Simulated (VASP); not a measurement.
A run of VASP 6.6.1 is set up as follows.

File POSCAR:

```
C
1.0
    0.0000000000      1.8150553823      1.8150553823
    1.8150553823      0.0000000000      1.8150553823
    1.8150553823      1.8150553823      0.0000000000
C
2
Direct
    0.0000000000      0.0000000000      0.0000000000
    0.2500000000      0.2500000000      0.2500000000
```

The input INCAR.step1:

```
ALGO = Normal ; EDIFF = 1E-4
ENCUT = 520 ; GGA = PE
ISMEAR = 0 ; LASPH = True
LCHARG = False ; LREAL = False
LWAVE = True ; NBANDS = 11
NELM = 80 ; PREC = Accurate
SIGMA = 0.02
```

File INCAR.step2:

```
ALGO = Normal ; EDIFF = 1E-6
ENCUT = 520 ; ISIF = 2
ISMEAR = 0 ; ISTART = 1
LASPH = True ; LCHARG = True
LELF = True ; LMIXTAU = True
LREAL = False ; LVHAR = True
LWAVE = False ; METAGGA = R2SCAN
NBANDS = 11 ; NELM = 80
PREC = Accurate ; SIGMA = 0.02
```

Contents of KPOINTS:

```
k-points
0
Gamma
  12 12 12
```

Potentials or basis: VASP PAW PBE potentials, release 64 (C).

The run is started by

```bash
$ cat potpaw_PBE.64/C/POTCAR > POTCAR
$ cp INCAR.step1 INCAR
$ mpirun -np 1 vasp_std > vasp.out
$ cp INCAR.step2 INCAR
$ mpirun -np 1 vasp_std > vasp.out
```

Problem. What does it give for the pressure?

Solution. -22.7 GPa.

Problem. Predict the band gap on the k mesh.

Solution. 4.22 eV, indirect (least direct gap 5.69 eV).

Caveat: the PAW data sets were made with another functional, which shifts forces and pressure a little. A k mesh can miss the band edges.
